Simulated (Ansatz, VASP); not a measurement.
## Two plane-wave programs on Be

Contents of INCAR:

```
PREC = Accurate
ENCUT = 520
EDIFF = 1E-7
ISMEAR = -1
SIGMA = 0.1
LREAL = F
LASPH = T
NELM = 100
ALGO = Normal
ISIF = 2
LWAVE = F
LCHARG = T
GGA = RE
LELF = T
LVHAR = T
NBANDS = 7
```

The input KPOINTS:

```
Automatic mesh
0
Gamma
  16 16 16
```

File POSCAR:

```
Be
1.0
    2.1594976142      0.0000000000      0.0000000000
    0.0000000000      2.1594976142      0.0000000000
    0.0000000000      0.0000000000      2.1594976142
Be
1
Direct
    0.0000000000      0.0000000000      0.0000000000
```

Input for Ansatz:

```yaml
crystal:
  lattice:
    - [2.1594976142, 0.0, 0.0]
    - [0.0, 2.1594976142, 0.0]
    - [0.0, 0.0, 2.1594976142]
  atoms:
    - { symbol: Be, position: [0.0, 0.0, 0.0] }
hamiltonian:
  xc: revpbe
  pseudopotentials:
    kind: paw
    azcp:
      Be: "pseudopotentials/Be.paw.azcp"
basis:
  ecutwfc: 420
  fft_grid_basis: typed
kpoints:
  mp_grid: { grid: [16, 16, 16], shift: [0, 0, 0] }
magnetization:
  spin_polarized: false
scf:
  occupations: { method: fermi_dirac, width: 0.1 }
  lower_state_search: "off"
output:
  stress: true
```

Alike in both runs: task single point; functional revPBE; k mesh 16 × 16 × 16; occupations fermi-dirac, width 0.1 eV; no spin polarisation.

|  | VASP | Ansatz |
| --- | --- | --- |
| version | VASP 6.6.1 | Ansatz 0.2.0 |
| potentials or method | VASP PAW PBE potentials, release 64 (Be), cutoff 520 eV | plane waves (420 eV) with PAW, scalar-relativistic |
| valence electrons in the cell | 2 | 2 |

|  | VASP | Ansatz | Ansatz less VASP |
| --- | --- | --- | --- |
| pressure (GPa) | 3.3 | 3.3 | +0.01 |

VASP's potentials were made for PBE, not for revPBE.
